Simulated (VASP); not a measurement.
# Se (P1) in VASP: further runs, part 2 of 2

VASP 6.6.1. Earlier steps stand in the parts before.

### Step 3. Electric field gradients, LDA (equal xy, yz and zx shear strains of +1 %)

INCAR

```
SYSTEM = Se
ALGO = Normal
EDIFF = 1E-8
ENCUT = 520
ISIF = 2
ISMEAR = -1
LASPH = .True.
LCHARG = .False.
LEFG = .True.
LREAL = .False.
LWAVE = .False.
NBANDS = 16
NELM = 100
PREC = Accurate
SIGMA = 0.03
```

KPOINTS

```
k-points
0
Gamma
  6 6 5
  0 0 0
```

POSCAR

```
Se
1.0
    4.3661999489      0.0218309997      0.0218309997
   -2.1641937741      3.7703245739      0.0079907005
    0.0247680000      0.0247680000      4.9536000000
Se
3
Direct
    0.2254000000      0.0000000000      0.3333333333
    0.0000000000      0.2254000000      0.6666666667
    0.7746000000      0.7746000000      0.0000000000
```

Potentials or basis: VASP PAW LDA potentials, release 64 (Se).

Started as:

```console
$ cat potpaw_LDA.64/Se/POTCAR > POTCAR
$ mpirun -np 1 vasp_std > vasp.out
```

OUTCAR:

```text
SYSTEM = Se
   EDIFF = 1E-8
   ENCUT = 520
   ISIF = 2
   ISMEAR = -1
   LASPH = .True.
   LREAL = .False.
   NELM = 100
   PREC = Accurate

 ion  position               nearest neighbor table
   1  0.225  0.000  0.333-   2 2.36   3 2.39
   2  0.000  0.225  0.667-   3 2.36   1 2.36
   3  0.775  0.775  0.000-   2 2.36   1 2.39

  LATTYP: Found a triclinic cell.
 ALAT       =     4.3852211372
 B/A-ratio  =     0.9913558883
 C/A-ratio  =     1.1296406004
 COS(alpha) =     0.0036852528
 COS(beta)  =     0.0136346634
 COS(gamma) =     0.5000188430

  Lattice vectors:

 A1 = (   2.2020061748,   3.7921555736,   0.0298217002)
 A2 = (  -2.1641937741,   3.7703245739,   0.0079907005)
 A3 = (   0.0247680000,   0.0247680000,   4.9536000000)

Analysis of symmetry for initial positions (statically):
=====================================================================
 Subroutine PRICEL returns:
 Original cell was already a primitive cell.

 Routine SETGRP: Setting up the symmetry group for a
 triclinic supercell.

 Subroutine GETGRP returns: Found  1 space group operations
 (whereof  1 operations were pure point group operations)
 out of a pool of  2 trial point group operations.

The static configuration has the point symmetry C_1 .

Analysis of symmetry for dynamics (positions and initial velocities):
=====================================================================
 Subroutine PRICEL returns:
 Original cell was already a primitive cell.

 Routine SETGRP: Setting up the symmetry group for a
 triclinic supercell.

 Subroutine GETGRP returns: Found  1 space group operations
 (whereof  1 operations were pure point group operations)
 out of a pool of  2 trial point group operations.

The dynamic configuration has the point symmetry C_1 .

 Subroutine INISYM returns: Found  1 space group operations
 (whereof  1 operations are pure point group operations),
 and found     1 'primitive' translations

----------------------------------------------------------------------------------------

                                     Primitive cell

  volume of cell :      81.7761

  direct lattice vectors                    reciprocal lattice vectors
     4.366199949  0.021831000  0.021831000     0.228385606  0.131098811 -0.001797422
    -2.164193774  3.770324574  0.007990700    -0.001315804  0.264476662 -0.001315804
     0.024768000  0.024768000  4.953600000    -0.001004395 -0.001004395  0.201883429

  length of vectors
     4.366309103  4.347314796  4.953723838     0.263344098  0.264483208  0.201888426

  position of ions in fractional coordinates (direct lattice)
     0.225400000  1.000000000  0.333333333
     1.000000000  0.225400000  0.666666667
     0.774600000  0.774600000  0.000000000

  ion indices of the primitive-cell ions
   primitive index   ion index
                 1           1
                 2           2
                 3           3

[... 77 lines left out ...]
   ISIF   =      2    stress and relaxation
   ISYM   =      2    0-nonsym 1-usesym 2-fastsym
   POTIM  = 0.5000    time-step for ionic-motion
   TEBEG  =    0.0;   TEEND  =   0.0 temperature during run
   PSTRESS=    0.0 pullay stress
   NELECT =      18.0000    total number of electrons
   NUPDOWN=      -1.0000    fix difference up-down
   EMIN   =  10.00;   EMAX   =-10.00  energy-range for DOS
   EFERMI =   0.00;   METHOD = LEGACY
   ISMEAR =    -1;   SIGMA  =   0.03  broadening in eV -4-tet -1-fermi 0-gaus
   EFERMI_NEDOS =   21; number of points for ismear=-14 and -15
   IALGO  =     38    algorithm
   IMIX   =      4    mixing-type and parameters
     AMIX     =   0.40;   BMIX     =  1.00
     AMIX_MAG =   1.60;   BMIX_MAG =  1.00
  volume/ion in A,a.u.               =      27.26       183.95
  Fermi-wavevector in a.u.,A,eV,Ry     =   0.988455  1.867909 13.293480  0.977043
  Thomas-Fermi vector in A             =   2.119983
   LORBIT       =      0    0 simple, 1 ext, 2 COOP (PROOUT), +10 PAW based schemes
   GGA     = CA    functional components
   LHFCALC =     F    Hartree Fock is set to
   AEXX    =    0.0000 exact exchange contribution
   IVDW    =     0    specifies the selected vdW correction
   LEPSILON=     F    determine dielectric tensor
   LRPA    =     F    only Hartree local field effects (RPA)
 non-spin polarized calculation
  energy-cutoff  :      520.00
  volume of cell :       81.78
 maximum number of plane-waves:      2219
   NGX = 17   NGY = 17   NGZ = 19

 number of electron      18.0000001 magnetization

 Free energy of the ion-electron system (eV)
  ---------------------------------------------------
  ext. energy  EPLUGINS =         0.00000000
  ---------------------------------------------------
  free energy    TOTEN  =       -12.32022417 eV

  energy without entropy =      -12.32022417  energy(sigma->0) =      -12.32022417

 E-fermi :   3.1622     XC(G=0):  -9.1839

 val. band max:        2.5742059132   @ k =   0.1667   0.3333   0.4000
 cond. band min:       3.7029543749   @ k =   0.0000   0.0000   0.4000
 fundamental gap:      1.1287484617
 Fermi energy:         3.1622381676

 k-point     1 :       0.0000    0.0000    0.0000
  band No.  band energies     occupation
      1     -13.2176      2.00000
      2      -9.1403      2.00000
      3      -9.0508      2.00000
      4      -1.1983      2.00000
      5      -1.1943      2.00000
      6      -1.1175      2.00000
[... 433 lines left out ...]
      3      -8.4450      2.00000
      4      -2.5620      2.00000
      5      -2.3798      2.00000
      6      -0.9914      2.00000
[... 8 lines left out ...]
     15      11.8807      0.00000
     16      12.3106      0.00000

 [... further k-points ...]
[... 5 lines left out ...]
  --------------------------------------------------------------------------------------
  -------------------------------------------------------------------------------------
  Total       -0.8752434     -0.6700607     -0.0378477     -0.1706749     -0.2415165     -0.3397014
  in kB      -17.1479850    -13.1279943     -0.7415213     -3.3439043     -4.7318503     -6.6555145
  external PRESSURE =     -10.3391669 kB  Pullay stress =       0.0000000 kB

 VOLUME and BASIS-vectors are now :
 -----------------------------------------------------------------------------
  energy-cutoff  :      520.00
  volume of cell :       81.78
      direct lattice vectors                 reciprocal lattice vectors
     4.366199949  0.021831000  0.021831000     0.228385606  0.131098811 -0.001797422
    -2.164193774  3.770324574  0.007990700    -0.001315804  0.264476662 -0.001315804
     0.024768000  0.024768000  4.953600000    -0.001004395 -0.001004395  0.201883429

 POSITION                                       TOTAL-FORCE (eV/Angst)
 -----------------------------------------------------------------------------------
      0.99240      0.01318      1.65612         0.221758     -0.077165     -0.155168
     -0.47130      0.86634      3.30420        -0.177922      0.305639     -0.020664
      1.70567      2.93740      0.02310        -0.043836     -0.228474      0.175831
 -----------------------------------------------------------------------------------
    total drift:                                0.000048      0.000016     -0.000006

  FREE ENERGIE OF THE ION-ELECTRON SYSTEM (eV)
  ---------------------------------------------------
  free  energy   TOTEN  =       -12.3202241713 eV

  energy  without entropy=      -12.3202241709  energy(sigma->0) =      -12.32022417

 Electric field gradients (V/A^2)
---------------------------------------------------------------------
 ion       V_xx      V_yy      V_zz      V_xy      V_xz      V_yz
---------------------------------------------------------------------
   1     167.853  -333.352   165.499     7.313     4.563   331.681
   2    -210.906    39.631   171.275  -210.906  -276.361  -158.379
   3    -206.012    37.661   168.351   219.537   286.649  -158.925
---------------------------------------------------------------------

 Electric field gradients after diagonalization (V/A^2)
 (convention: |V_zz| > |V_xx| > |V_yy|)
----------------------------------------------------------------------
 ion       V_xx      V_yy      V_zz     asymmetry (V_yy - V_xx)/ V_zz
----------------------------------------------------------------------
   1     331.404   167.553  -498.958       0.328
   2     325.775   159.662  -485.436       0.342
   3     330.130   166.571  -496.701       0.329
----------------------------------------------------------------------

           NMR quadrupolar parameters

 Cq : quadrupolar parameter    Cq=e*Q*V_zz/h
 eta: asymmetry parameters     (V_yy - V_xx)/ V_zz
 Q  : nuclear electric quadrupole moment in mb (millibarn)
----------------------------------------------------------------------
 ion       Cq(MHz)       eta       Q (mb)
----------------------------------------------------------------------
   1      -1.206       0.328       1.000
   2      -1.174       0.342       1.000
   3      -1.201       0.329       1.000
----------------------------------------------------------------------
```

stdout:

```text
POSCAR found type information on POSCAR Se
 POSCAR found :  1 types and       3 ions
 scaLAPACK will be used
 LDA part: xc-table for (Slater(with rela. corr.)+CA(PZ))
 , standard interpolation
 POSCAR, INCAR and KPOINTS ok, starting setup
 FFT: planning ... GRIDC
 FFT: planning ... GRID_SOFT
 FFT: planning ... GRID
 WAVECAR not read
 entering main loop
ion   1
     0.0000499    -0.1407930    -4.9143080    -2.0657432    -0.1215538    -3.8333218
     0.0000687    -0.1407930    -4.9143080    -2.0657432    -0.1215538    -3.8333218
     0.0000946    -0.1407930    -4.9143080    -2.0657431    -0.1215538    -3.8333218
     0.0001302    -0.1407930    -4.9143079    -2.0657431    -0.1215538    -3.8333217

     0.0000499    -6.7612111  -303.4668794  -131.0587562    -4.2962584  -229.4402581
     0.0000687    -6.7610534  -303.4595320  -131.0555819    -4.2961646  -229.4347117
     0.0000946    -6.7607978  -303.4476225  -131.0504368    -4.2960128  -229.4257213
     0.0001302    -6.7603857  -303.4284144  -131.0421392    -4.2957683  -229.4112207
[... 12 lines left out ...]
ion   3
     0.0000499    -3.3663851     2.3015541    -2.1038667    -4.2722207     1.8344128
     0.0000687    -3.3663851     2.3015540    -2.1038667    -4.2722207     1.8344128
     0.0000946    -3.3663851     2.3015540    -2.1038667    -4.2722206     1.8344128
     0.0001302    -3.3663850     2.3015540    -2.1038667    -4.2722206     1.8344128

     0.0000499  -201.0213504   145.2869700  -133.3227218  -262.3231420   111.4829525
     0.0000687  -201.0164933   145.2834431  -133.3194945  -262.3167970   111.4802523
     0.0000946  -201.0086202   145.2777263  -133.3142638  -262.3065126   111.4758753
     0.0001302  -200.9959217   145.2685059  -133.3058282  -262.2899258   111.4688154
```

It took 40 s on 1 thread of AMD EPYC 9R45 (Zen 5), shared host; peak memory 0.19 GiB.

What came out:

* Free energy: -12.3202 eV
* Pressure: -1.0 GPa
* Largest force: 0.354 eV/Å
* Band gap on the k mesh: 1.13 eV (least direct gap 1.40 eV)
* Largest electric field gradient by atom: Se -499.0, -485.4, -496.7 V/Å²

Forces in eV/Å, atoms in the order of the input:
```
Se   0.222 -0.077 -0.155
Se  -0.178  0.306 -0.021
Se  -0.044 -0.228  0.176
```

Stress tensor (GPa, compression positive):
```
-1.71 -0.33 -0.67
-0.33 -1.31 -0.47
-0.67 -0.47 -0.07
```

Levels at points of the mesh, in eV from the valence-band top:
```csv
k point,band 7,band 8,band 9,band 10,band 11,band 12
"(0.00, 0.00, 0.00)",-1.97,-1.95,-0.31,1.80,1.95,2.20
"(0.50, 0.00, 0.00)",-2.90,-1.71,-0.90,1.96,2.35,4.03
"(0.00, 0.50, 0.00)",-2.83,-1.70,-0.91,1.90,2.33,4.20
"(0.50, 0.50, 0.00)",-2.84,-1.71,-0.93,1.87,2.33,4.20
```

Electric field gradients, principal values (V/Å²):
| atom | least | middle | greatest (by size) |
| --- | --- | --- | --- |
| 1 Se | 167.553 | 331.404 | -498.958 |
| 2 Se | 159.662 | 325.775 | -485.436 |
| 3 Se | 166.571 | 330.130 | -496.701 |

Caveat: the cell differs from its parent crystal (equal xy, yz and zx shear strains of +1 %); without QUAD_EFG the Cq values of the log hold for a quadrupole moment of 1 mb, not for the nuclei. A k mesh can miss the band edges.
